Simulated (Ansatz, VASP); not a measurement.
**Two plane-wave programs on F**

Contents of INCAR:

```
  ALGO = Normal
  EDIFF = 1E-6
  ENCUT = 520
  GGA = PE
  ISIF = 2
  ISMEAR = -1
  LASPH = True
  LCHARG = True
  LELF = True
  LREAL = False
  LVHAR = True
  LWAVE = False
  NBANDS = 10
  NELM = 100
  PREC = Accurate
  SIGMA = 0.08
```

The input KPOINTS:

```
k-points
0
Gamma
  18 18 18
```

The input POSCAR:

```
F
1.0
   -1.1993987545      1.1993987545      1.1993987545
    1.1993987545     -1.1993987545      1.1993987545
    1.1993987545      1.1993987545     -1.1993987545
F
1
Direct
    0.0000000000      0.0000000000      0.0000000000
```

Input for Ansatz:

```yaml
crystal:
  lattice:
    - [-1.1993987545, 1.1993987545, 1.1993987545]
    - [1.1993987545, -1.1993987545, 1.1993987545]
    - [1.1993987545, 1.1993987545, -1.1993987545]
  atoms:
    - { symbol: F, position: [0.0, 0.0, 0.0] }
kpoints:
  mp_grid: { grid: [18, 18, 18] }
  band_path:
    path:
      - [0.0, 0.0, 0.0]
      - [0.5, -0.5, 0.5]
      - [0.0, 0.0, 0.5]
      - [0.0, 0.0, 0.0]
      - [0.25, 0.25, 0.25]
      - [0.5, -0.5, 0.5]
      - [0.25, 0.25, 0.25]
      - [0.0, 0.0, 0.5]
    npoints: 8
scf:
  occupations: { method: fermi_dirac, width: 0.08 }
hamiltonian:
  xc: pbe
  pseudopotentials: { kind: paw }
output:
  forces: true
  stress: true
  eigenvalues: true
  populations: true
  dos: { projected: true, de: 0.2, e_range: [-14, 8] }
  write_density: true
  write_potential: true
  elf: true
  volumetric_format: npy
```

Change from the starting cell: volume scaled by 0.68, PAW files.

Alike in both runs: task single point; functional PBE; k mesh 18 × 18 × 18; occupations fermi-dirac, width 0.08 eV; no spin polarisation.

|  | VASP | Ansatz |
| --- | --- | --- |
| version | VASP 6.6.1 | Ansatz 0.2.0 |
| potentials or method | VASP PAW PBE potentials, release 64 (F) | PAW with Ansatz's default frozen-core files, scalar-relativistic |
| plane-wave cutoff (eV) | 520 | 420 |
| valence electrons in the cell | 7 | 7 |

```csv
,VASP,Ansatz,Ansatz less VASP
pressure (GPa),54.8,56.0,+1.15
```

Both programs put the cell under a high pressure, so it lies far from rest at this level.
